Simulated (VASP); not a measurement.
# Ti (Fmmm) in VASP: further runs, part 2 of 2

VASP 6.6.1. The steps go on from the part before.

## 3. Single point, PBEsol (strain +0.0075 x Voigt [1, -1, 0, 0, 0, 0])

File INCAR:

```
ALGO = Normal ; EDIFF = 1E-7
ENCUT = 520 ; GGA = PS
ISIF = 2 ; ISMEAR = 0
LASPH = True ; LCHARG = True
LELF = True ; LREAL = False
LVHAR = True ; LWAVE = False
NBANDS = 12 ; NELM = 60
PREC = Accurate ; SIGMA = 0.15
```

File KPOINTS:

```
k-points
0
Gamma
  10 10 10
```

File POSCAR:

```
Ti
1.0
    0.0000000000      2.0147750000      2.0300000000
    2.0452250000      0.0000000000      2.0300000000
    2.0452250000      2.0147750000      0.0000000000
Ti
1
Direct
    0.0000000000      0.0000000000      0.0000000000
```

Potentials or basis: VASP PAW PBE potentials, release 64 (Ti_sv).

The run is started by

```console
cat potpaw_PBE.64/Ti_sv/POTCAR > POTCAR
mpirun -np 1 vasp_std > vasp.out
```

Wall time 47 s (1 thread of Intel Xeon 8259CL, shared host); peak memory 0.16 GiB.

Results (log left out):

```
Free energy            : -8.2918 eV
Pressure               : -0.6 GPa
Band gap on the k mesh : zero (band 6 reaches 9.34 eV, above the bottom of band 7 at 8.22 eV)
```

Stress tensor (GPa, compression positive):
```
-0.97  0.00  0.00
 0.00 -0.30  0.00
 0.00  0.00 -0.64
```

Levels at points of the mesh, in eV from the Fermi level:
| k point | band 4 | band 5 | band 6 | band 7 | band 8 | band 9 |
| --- | --- | --- | --- | --- | --- | --- |
| (0.00, 0.00, 0.00) | -32.32 | -6.19 | 0.84 | 0.90 | 0.96 | 2.55 |
| (0.50, 0.00, 0.00) | -32.41 | -2.68 | 0.71 | 0.73 | 0.83 | 3.73 |
| (0.50, 0.50, 0.00) | -32.58 | -2.72 | -1.81 | 3.01 | 3.74 | 4.01 |
| (0.50, 0.00, 0.50) | -32.59 | -2.72 | -1.83 | 3.15 | 3.73 | 4.04 |
| (0.00, 0.50, 0.50) | -32.57 | -2.72 | -1.80 | 2.87 | 3.74 | 4.03 |

Caveat: the cell differs from its parent crystal (strain +0.0075 x Voigt [1, -1, 0, 0, 0, 0]); the PAW data sets were made with another functional, which shifts forces and pressure a little.

## 4. Single point, PBEsol (strain +0.0025 x Voigt [1, -1, 0, 0, 0, 0])

File INCAR:

```
SYSTEM = Ti
  PREC = Accurate
  ENCUT = 520
  EDIFF = 1E-6
  ISMEAR = 0
  SIGMA = 0.15
  LREAL = .FALSE.
  LASPH = .TRUE.
  NELM = 80
  ALGO = Fast
  ISIF = 2
  LWAVE = .FALSE.
  LCHARG = .FALSE.
  GGA = PS
  NBANDS = 12
```

File KPOINTS:

```
Automatic mesh
0
G
  10 10 10
  0 0 0
```

File POSCAR:

```
Ti
1.0
    0.0000000000      2.0249250000      2.0300000000
    2.0350750000      0.0000000000      2.0300000000
    2.0350750000      2.0249250000      0.0000000000
Ti
1
Direct
    0.0000000000      0.0000000000      0.0000000000
```

Potentials or basis: VASP PAW PBE potentials, release 64 (Ti_sv).

The run is started by

```console
cat potpaw_PBE.64/Ti_sv/POTCAR > POTCAR
mpirun -np 1 vasp_std > vasp.out
```

OUTCAR:

```text
SYSTEM = Ti
   PREC = Accurate
   ENCUT = 520
   EDIFF = 1E-6
   ISMEAR = 0
   LREAL = .FALSE.
   LASPH = .TRUE.
   NELM = 80
   ISIF = 2
   GGA = PS

 ion  position               nearest neighbor table
   1  0.000  0.000  0.000-

  LATTYP: Found a face centered orthorhombic cell.
 ALAT       =     4.0498500000
 B/A-ratio  =     1.0025062657
 C/A-ratio  =     1.0050125313

  Lattice vectors:

 A1 = (  -2.0350750000,   0.0000000000,  -2.0300000000)
 A2 = (  -2.0350750000,   2.0249250000,   0.0000000000)
 A3 = (   0.0000000000,   2.0249250000,  -2.0300000000)
[... 533 lines left out ...]
      5       5.8569      2.00000
      6       7.2305      2.00000
      7       9.5189      0.00000
      8      11.2329      0.00000
      9      12.0718      0.00000
     10      12.1893      0.00000
     11      21.1498      0.00000
     12      22.7648      0.00000

 [... further k-points ...]
[... 5 lines left out ...]
  --------------------------------------------------------------------------------------
  -------------------------------------------------------------------------------------
  Total       -0.0781675     -0.0540739     -0.0662022      0.0000000     -0.0000000      0.0000000
  in kB       -7.4855142     -5.1782456     -6.3396868      0.0000000     -0.0000000      0.0000000
  external PRESSURE =      -6.3344822 kB  Pullay stress =       0.0000000 kB

 VOLUME and BASIS-vectors are now :
 -----------------------------------------------------------------------------
  energy-cutoff  :      520.00
  volume of cell :       16.73
      direct lattice vectors                 reciprocal lattice vectors
     0.000000000  2.024925000  2.030000000    -0.245691191  0.246922726  0.246305419
     2.035075000  0.000000000  2.030000000     0.245691191 -0.246922726  0.246305419
     2.035075000  2.024925000  0.000000000     0.245691191  0.246922726 -0.246305419

 POSITION                                       TOTAL-FORCE (eV/Angst)
 -----------------------------------------------------------------------------------
      0.00000      0.00000      0.00000         0.000000      0.000000      0.000000
 -----------------------------------------------------------------------------------
    total drift:                                0.000000      0.000000      0.000000

  FREE ENERGIE OF THE ION-ELECTRON SYSTEM (eV)
  ---------------------------------------------------
  free  energy   TOTEN  =        -8.2920693602 eV

  energy  without entropy=       -8.2744734852  energy(sigma->0) =       -8.28327142
```

Run time: 76 s. Hardware: 1 thread of Intel Xeon 8259CL, shared host; peak memory 0.16 GiB.

What came out:

- Free energy: -8.2921 eV
- Pressure: -0.6 GPa
- Band gap on the k mesh: zero (band 6 reaches 9.38 eV, above the bottom of band 7 at 8.22 eV)

Caveat: the cell differs from its parent crystal (strain +0.0025 x Voigt [1, -1, 0, 0, 0, 0]); the PAW data sets were made with another functional, which shifts forces and pressure a little.

## 5. Overview

```csv
cell,gap on the mesh (eV),pressure (GPa)
"a = 2.853, b = 2.889, c = 2.871 Å, angles 59.4, 60.6, 60.0°, 1 atom",none,-0.6
"a = 2.860, b = 2.882, c = 2.871 Å, angles 59.6, 60.4, 60.0°, 1 atom",none,-0.6
"a = 2.867, b = 2.874, c = 2.871 Å, angles 59.9, 60.1, 60.0°, 1 atom",none,-0.6
```

Alike in all rows: task single point; level PBEsol; potentials or basis VASP PAW PBE potentials, release 64 (Ti_sv); no spin polarisation; k mesh 10 × 10 × 10; cutoff (eV) 520; smearing gaussian 0.15 eV.

Caveats: the PAW data sets were made with another functional, which shifts forces and pressure a little.

Total energies depend on the potentials used, so only differences within one code and one set of settings carry meaning.
